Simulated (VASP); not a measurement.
A run of VASP 6.6.1 is set up as follows.

File INCAR:

```
SYSTEM = C
ALGO = Normal
EDIFF = 1E-6
ENCUT = 600
GGA = LIBXC
GGA_COMPAT = .False.
ISIF = 2
ISMEAR = 0
LASPH = .True.
LCHARG = .True.
LELF = .True.
LIBXC1 = GGA_X_PBE_R
LIBXC2 = LDA_C_PW
LREAL = .False.
LVHAR = .True.
LWAVE = .False.
NBANDS = 11
NELM = 120
PREC = Accurate
SIGMA = 0.1
```

Contents of KPOINTS:

```
k-points
0
Gamma
  13 13 13
  0 0 0
```

POSCAR

```
C
1.0
    0.0000000000      1.8068380860      1.8068380860
    1.8068380860      0.0000000000      1.8068380860
    1.8068380860      1.8068380860      0.0000000000
C
2
Direct
    0.7500000000      0.7500000000      0.7500000000
    0.5000000000      0.5000000000      0.5000000000
```

Potentials or basis: VASP PAW PBE potentials, release 64 (C).

Launch:

```bash
$ cat potpaw_PBE.64/C/POTCAR > POTCAR
$ mpirun -np 1 vasp_std > vasp.out
```

Problem. What does it give for the band gap on the k mesh?

Solution. 4.50 eV (least direct gap 5.66 eV).

Problem. Predict the pressure.

Solution. 0.9 GPa.

Caveat: the PAW data sets were made with another functional, which shifts forces and pressure a little; an odd mesh through Γ misses points on the zone boundary, where band edges can lie.
